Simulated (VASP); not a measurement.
A run of VASP 6.6.1:

Contents of INCAR:

```
SYSTEM = CaH5
  PREC = Accurate
  ENCUT = 520
  EDIFF = 1E-7
  ISMEAR = 0
  SIGMA = 0.1
  LREAL = .False.
  LASPH = .True.
  NELM = 80
  ALGO = Normal
  ISIF = 2
  LWAVE = .False.
  LCHARG = .False.
  GGA = PE
  NBANDS = 16
```

The input KPOINTS:

```
Automatic mesh
0
Gamma
  12 12 10
  0 0 0
```

The input POSCAR:

```
CaH5
1.0
    4.3405515781      0.0000000000      0.0000000000
   -2.1702757890      3.7590279330      0.0000000000
    0.0000000000      0.0000000000      4.0318253603
Ca H
1 5
Direct
    0.0000000000      0.0000000000      0.5000000000
    0.6666666667      0.3333333333      0.6033887970
    0.0000000000      0.0000000000      0.0000000000
    0.6666666667      0.3333333333      0.3966112030
    0.3333333333      0.6666666667      0.3966112030
    0.3333333333      0.6666666667      0.6033887970
```

Potentials or basis: VASP PAW PBE potentials, release 64 (Ca_sv, H).

Command:

```sh
$ cat potpaw_PBE.64/Ca_sv/POTCAR potpaw_PBE.64/H/POTCAR > POTCAR
$ mpirun -np 1 vasp_std > vasp.out
```

Hardware: 1 thread of Intel Xeon 8259CL (shared host).

Problem. How long does it take, and how much memory?

Solution. It took 110 s on 1 thread of Intel Xeon 8259CL, on a shared host, peak memory 0.26 GiB. Counts: scf iterations 15, k points 114.
